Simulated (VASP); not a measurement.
# Cs8Sn3Pb5Br24 (P1) in VASP: single point with PBEsol

Aim: the single point of Cs8Sn3Pb5Br24 with PBEsol.

All numbers are computed with VASP 6.6.1; they aren't measurements. Logs are shortened: lines on timing, memory, paths and dates and some standing lists are left out, and cuts for length are marked.

### 1 The cell of the first run

The typed cell holds 40 atoms: a = 11.549 Å, b = 11.549 Å, c = 11.549 Å, α = 90.00°, β = 90.00°, γ = 90.00°.

### 2 Single point, PBEsol

INCAR

```
PREC     = Accurate       # precision mode
ENCUT    = 500            # plane-wave cutoff, eV
EDIFF    = 1E-6           # SCF threshold, eV
ISMEAR   = -1             # smearing method
SIGMA    = 0.05           # smearing width, eV
LREAL    = Auto         
LASPH    = T              # aspherical terms in the spheres
NELM     = 120            # most SCF steps
ALGO     = Normal         # electronic algorithm
ISIF     = 2              # what is computed and relaxed
LWAVE    = F              # write WAVECAR
LCHARG   = T              # write CHGCAR
GGA      = PS             # functional
LELF     = T              # ELF
LVHAR    = T            
NBANDS   = 202            # bands
ISYM     = -1           
GGA_COMPAT= F
```

KPOINTS

```
explicit points
1
Reciprocal
  0.25000000   0.25000000   0.25000000 1
```

POSCAR

```
Cs8Sn3Pb5Br24
1.0
   11.5492577943      0.0000000000      0.0000000000
    0.0000000000     11.5492577943      0.0000000000
    0.0000000000      0.0000000000     11.5492577943
Cs Sn Pb Br
8 3 5 24
Direct
    0.0083420000      0.9882250000      0.9714980000
    0.0052630000      0.9702710000      0.4851490000
    0.0043710000      0.4729650000      0.9781410000
    0.0025950000      0.4747550000      0.4694470000
    0.4980370000      0.0251630000      0.0309290000
    0.4963660000      0.0275800000      0.5221470000
    0.4952600000      0.5295930000      0.0152690000
    0.4930660000      0.5115190000      0.5297830000
    0.2502290000      0.2499210000      0.2501050000
    0.2504190000      0.2500870000      0.7500830000
    0.2502280000      0.7501170000      0.7499360000
    0.2503870000      0.7498950000      0.2500270000
    0.7503090000      0.2497190000      0.2498440000
    0.7504660000      0.2499500000      0.7500640000
    0.7503000000      0.7497790000      0.2502690000
    0.7503070000      0.7500500000      0.7502690000
    0.2267930000      0.2196940000      0.0002210000
    0.2740560000      0.2801870000      0.4999590000
    0.2864140000      0.7866560000      0.9973690000
    0.2140820000      0.7133420000      0.5034010000
    0.7795080000      0.2002760000      0.0001490000
    0.7214860000      0.2988510000      0.5004350000
    0.7113620000      0.7968730000      0.0000580000
    0.7888340000      0.7024270000      0.5002620000
    0.0035110000      0.2137970000      0.2783430000
    0.0035650000      0.2740370000      0.7235880000
    0.0005380000      0.7963090000      0.2191450000
    0.0031580000      0.7304210000      0.7880040000
    0.4973980000      0.2856850000      0.2216960000
    0.4972240000      0.2259200000      0.7766340000
    0.4999880000      0.7028380000      0.2813920000
    0.4969790000      0.7700160000      0.7123840000
    0.2877180000      0.0023060000      0.2848200000
    0.2275310000      0.0004200000      0.7184220000
    0.2125960000      0.4973840000      0.2153820000
    0.2728200000      0.4996130000      0.7818170000
    0.7082560000      0.9999090000      0.2957370000
    0.7758400000      0.0000120000      0.6994420000
    0.7922100000      0.4995370000      0.2041350000
    0.7247870000      0.4996590000      0.8003130000
```

Potentials or basis: VASP PAW PBE potentials, release 64 (Cs_sv, Sn_d, Pb_d, Br).

Command:

```bash
cat potpaw_PBE.64/Cs_sv/POTCAR potpaw_PBE.64/Sn_d/POTCAR potpaw_PBE.64/Pb_d/POTCAR potpaw_PBE.64/Br/POTCAR > POTCAR
mpirun -np 1 vasp_std > vasp.out
```

OUTCAR:

```text
PREC = Accurate
   ENCUT = 500
   EDIFF = 1E-6
   ISMEAR = -1
   LREAL = Auto
   LASPH = T
   NELM = 120
   ISIF = 2
   GGA = PS
   ISYM = -1

 ion  position               nearest neighbor table
   1  0.008  0.988  0.971-
   2  0.005  0.970  0.485-
   3  0.004  0.473  0.978-
   4  0.003  0.475  0.469-
   5  0.498  0.025  0.031-
   6  0.496  0.028  0.522-
   7  0.495  0.530  0.015-
   8  0.493  0.512  0.530-
   9  0.250  0.250  0.250-  25 2.90  29 2.90  35 2.92  17 2.92  18 2.92  33 2.92
  10  0.250  0.250  0.750-  30 2.88  26 2.88  36 2.92  34 2.92  18 2.92  17 2.92
  11  0.250  0.750  0.750-  32 2.89  28 2.90  20 2.91  19 2.92  34 2.93  36 2.93
  12  0.250  0.750  0.250-  31 2.96  27 2.96  33 2.97  35 2.98  19 2.98  20 2.99
  13  0.750  0.250  0.250-  21 2.96  22 2.97  29 2.97  25 2.97  39 2.97  37 2.97
  14  0.750  0.250  0.750-  26 2.95  30 2.95  40 2.96  22 2.96  38 2.96  21 2.96
  15  0.750  0.750  0.250-  27 2.96  31 2.96  24 2.97  23 2.97  37 2.98  39 2.98
  16  0.750  0.750  0.750-  38 2.96  28 2.96  40 2.96  32 2.97  23 2.97  24 2.97
  17  0.227  0.220  0.000-   9 2.92  10 2.92
  18  0.274  0.280  0.500-   9 2.92  10 2.92
  19  0.286  0.787  0.997-  11 2.92  12 2.98
  20  0.214  0.713  0.503-  11 2.91  12 2.99
  21  0.780  0.200  0.000-  13 2.96  14 2.96
  22  0.721  0.299  0.500-  14 2.96  13 2.97
[... 16 lines left out ...]
  39  0.792  0.500  0.204-  13 2.97  15 2.98
  40  0.725  0.500  0.800-  14 2.96  16 2.96

IMPORTANT INFORMATION: All symmetrisations will be switched off!
NOSYMM: (Re-)initialisation of all symmetry stuff for point group C_1.

----------------------------------------------------------------------------------------

                                     Primitive cell

  volume of cell :    1540.5019

  direct lattice vectors                    reciprocal lattice vectors
    11.549257794  0.000000000  0.000000000     0.086585651  0.000000000  0.000000000
     0.000000000 11.549257794  0.000000000     0.000000000  0.086585651  0.000000000
     0.000000000  0.000000000 11.549257794     0.000000000  0.000000000  0.086585651

  length of vectors
    11.549257794 11.549257794 11.549257794     0.086585651  0.086585651  0.086585651

  position of ions in fractional coordinates (direct lattice)
     0.008342000  0.988225000  0.971498000
     0.005263000  0.970271000  0.485149000
     0.004371000  0.472965000  0.978141000
     0.002595000  0.474755000  0.469447000
     0.498037000  0.025163000  0.030929000
     0.496366000  0.027580000  0.522147000
[... 32 lines left out ...]
     0.792210000  0.499537000  0.204135000
     0.724787000  0.499659000  0.800313000

  ion indices of the primitive-cell ions
   primitive index   ion index
                 1           1
                 2           2
                 3           3
                 4           4
                 5           5
                 6           6
[... 32 lines left out ...]
                39          39
                40          40

----------------------------------------------------------------------------------------

 KPOINTS: explicit points

Read explicit list of k-points.

 Found      1 k-points:

 Following reciprocal coordinates:
            Coordinates               Weight
  0.250000  0.250000  0.250000      1.000000
   k-points           NKPTS =      1   k-points in BZ     NKDIM =      1   number of bands    NBANDS=    202
   number of dos      NEDOS =    301   number of ions     NIONS =     40
   total plane-waves  NPLWV = 592704
   dimension x,y,z NGX =    84 NGY =   84 NGZ =   84
   dimension x,y,z NGXF=   168 NGYF=  168 NGZF=  168
   ions per type =               8   3   5  24
   NGX,Y,Z   is equivalent  to a cutoff of  12.09, 12.09, 12.09 a.u.
   NGXF,Y,Z  is equivalent  to a cutoff of  24.18, 24.18, 24.18 a.u.
 SYSTEM =  unknown system
   PREC   = accura    normal or accurate (medium, high low for compatibility)
   ISTART =      0    job   : 0-new  1-cont  2-samecut
   ICHARG =      2    charge: 1-file 2-atom 10-const
   ISPIN  =      1    spin polarized calculation?
   LNONCOLLINEAR =      F non collinear calculations
   LSORBIT =      F    spin-orbit coupling
   LASPH  =      T    aspherical Exc in radial PAW
   ENCUT  =  500.0 eV  36.75 Ry    6.06 a.u.  21.06 21.06 21.06*2*pi/ulx,y,z
   NELM   =    120;   NELMIN=  2; NELMDL= -5     # of ELM steps
   EDIFF  = 0.1E-05   stopping-criterion for ELM
   LREAL  =      T    real-space projection
   EDIFFG = 0.1E-04   stopping-criterion for IOM
   NSW    =      0    number of steps for IOM
   IBRION =     -1    ionic relax: 0-MD 1-quasi-New 2-CG
   NFREE  =      0    steps in history (QN), initial steepest desc. (CG)
   ISIF   =      2    stress and relaxation
   ISYM   =     -1    0-nonsym 1-usesym 2-fastsym
   POTIM  = 0.5000    time-step for ionic-motion
   TEBEG  =    0.0;   TEEND  =   0.0 temperature during run
   PSTRESS=    0.0 pullay stress
   NELECT =     352.0000    total number of electrons
   NUPDOWN=      -1.0000    fix difference up-down
   EMIN   =  10.00;   EMAX   =-10.00  energy-range for DOS
   EFERMI =   0.00;   METHOD = LEGACY
   ISMEAR =    -1;   SIGMA  =   0.05  broadening in eV -4-tet -1-fermi 0-gaus
   EFERMI_NEDOS =   21; number of points for ismear=-14 and -15
   IALGO  =     38    algorithm
   IMIX   =      4    mixing-type and parameters
     AMIX     =   0.40;   BMIX     =  1.00
     AMIX_MAG =   1.60;   BMIX_MAG =  1.00
  volume/ion in A,a.u.               =      38.51       259.90
  Fermi-wavevector in a.u.,A,eV,Ry     =   1.000848  1.891329 13.628923  1.001698
  Thomas-Fermi vector in A             =   2.133232
   LORBIT       =      0    0 simple, 1 ext, 2 COOP (PROOUT), +10 PAW based schemes
   GGA     = PS    functional components
   LHFCALC =     F    Hartree Fock is set to
   AEXX    =    0.0000 exact exchange contribution
   IVDW    =     0    specifies the selected vdW correction
   LEPSILON=     F    determine dielectric tensor
   LRPA    =     F    only Hartree local field effects (RPA)
 non-spin polarized calculation
  energy-cutoff  :      500.00
  volume of cell :     1540.50
 maximum number of plane-waves:     39171
 NGX is ok and might be reduce to    84
   NGX = 43   NGY = 43   NGZ = 43

 number of electron     351.9999922 magnetization

 Free energy of the ion-electron system (eV)
  ---------------------------------------------------
  ext. energy  EPLUGINS =         0.00000000
  ---------------------------------------------------
  free energy    TOTEN  =      -135.27935646 eV

  energy without entropy =     -135.27935646  energy(sigma->0) =     -135.27935646

 E-fermi :   2.0575     XC(G=0):  -8.0191

 val. band max:        0.8420489070   @ k =   0.2500   0.2500   0.2500
 cond. band min:       3.4353942831   @ k =   0.2500   0.2500   0.2500
 fundamental gap:      2.5933453761
 Fermi energy:         2.0574922863

 k-point     1 :       0.2500    0.2500    0.2500
  band No.  band energies     occupation
      1     -19.8887      2.00000
      2     -19.8852      2.00000
      3     -19.8790      2.00000
      4     -19.8761      2.00000
      5     -19.8749      2.00000
      6     -19.8704      2.00000
[... 180 lines left out ...]
    187       4.0889      0.00000
    188       4.1214      0.00000
 [bands above 188 left out]

------------------------ aborting loop because EDIFF is reached ----------------------------------------

  FORCE on cell =-STRESS in cart. coord.  units (eV):
  Direction    XX          YY          ZZ          XY          YZ          ZX
  --------------------------------------------------------------------------------------
  -------------------------------------------------------------------------------------
  Total        0.9382850     -0.2443951     -0.2001201     -0.5334756      0.7500630     -0.5628348
  in kB        0.9758501     -0.2541797     -0.2081321     -0.5548338      0.7800925     -0.5853684
  external PRESSURE =       0.1711794 kB  Pullay stress =       0.0000000 kB

 VOLUME and BASIS-vectors are now :
 -----------------------------------------------------------------------------
  energy-cutoff  :      500.00
  volume of cell :     1540.50
      direct lattice vectors                 reciprocal lattice vectors
    11.549257794  0.000000000  0.000000000     0.086585651  0.000000000  0.000000000
     0.000000000 11.549257794  0.000000000     0.000000000  0.086585651  0.000000000
     0.000000000  0.000000000 11.549257794     0.000000000  0.000000000  0.086585651

 POSITION                                       TOTAL-FORCE (eV/Angst)
 -----------------------------------------------------------------------------------
      0.09634     11.41327     11.22008        -0.003608      0.000394     -0.009225
      0.06078     11.20591      5.60311        -0.001432      0.001597      0.003050
      0.05048      5.46239     11.29680         0.002961     -0.015570     -0.028083
      0.02997      5.48307      5.42176         0.001919     -0.011358      0.003645
      5.75196      0.29061      0.35721         0.001676      0.008036     -0.004781
      5.73266      0.31853      6.03041        -0.000162      0.011736      0.025710
[... 32 lines left out ...]
      9.14944      5.76928      2.35761        -0.006976      0.004156      0.000261
      8.37075      5.77069      9.24302        -0.009352      0.009598      0.009258
 -----------------------------------------------------------------------------------
    total drift:                               -0.075123      0.021656     -0.015389

  FREE ENERGIE OF THE ION-ELECTRON SYSTEM (eV)
  ---------------------------------------------------
  free  energy   TOTEN  =      -135.2793564625 eV

  energy  without entropy=     -135.2793564624  energy(sigma->0) =     -135.27935646
```

It took 6 min on 1 thread of Intel Xeon 6975P-C (Granite Rapids), shared host; peak memory 1.2 GiB.

What came out:

- Free energy: -135.2794 eV
- Pressure: 0.0 GPa
- Largest force: 0.032 eV/Å
- Band gap on the k mesh: 2.59 eV

Forces on the atoms (eV/Å):
```
Cs  -0.004  0.000 -0.009
Cs  -0.001  0.002  0.003
Cs   0.003 -0.016 -0.028
Cs   0.002 -0.011  0.004
Cs   0.002  0.008 -0.005
Cs   0.000  0.012  0.026
Cs   0.007 -0.004 -0.005
Cs   0.006 -0.001  0.009
Sn   0.003 -0.001 -0.002
Sn  -0.007 -0.003  0.001
Sn   0.000 -0.002  0.007
Pb  -0.010  0.001  0.007
Pb  -0.007  0.011  0.014
Pb  -0.015 -0.003  0.001
Pb  -0.012  0.005 -0.010
Pb  -0.012 -0.005 -0.011
Br  -0.003  0.004  0.008
Br   0.005 -0.003 -0.008
Br   0.002 -0.006 -0.001
Br   0.002  0.005 -0.007
Br   0.003  0.003  0.002
Br  -0.003 -0.003 -0.016
Br   0.001 -0.003  0.006
Br   0.003  0.004 -0.002
Br  -0.003  0.006  0.005
Br  -0.002  0.007  0.013
Br   0.001 -0.002  0.006
Br   0.001  0.000  0.000
Br   0.002 -0.007 -0.002
Br   0.007 -0.007 -0.011
Br   0.004  0.002 -0.005
Br   0.008 -0.003  0.001
Br  -0.001 -0.001  0.000
Br  -0.001 -0.003  0.000
Br   0.006  0.002  0.002
Br   0.007  0.004  0.000
Br   0.010 -0.003  0.004
Br   0.010 -0.003 -0.006
Br  -0.007  0.004  0.000
Br  -0.009  0.010  0.009
```

Caveat: the PAW data sets were made with another functional, which shifts forces and pressure a little; spin-orbit coupling is left out, which moves the levels of the heavy elements; a shifted mesh leaves out Γ, where band edges can lie. A k mesh can miss the band edges.
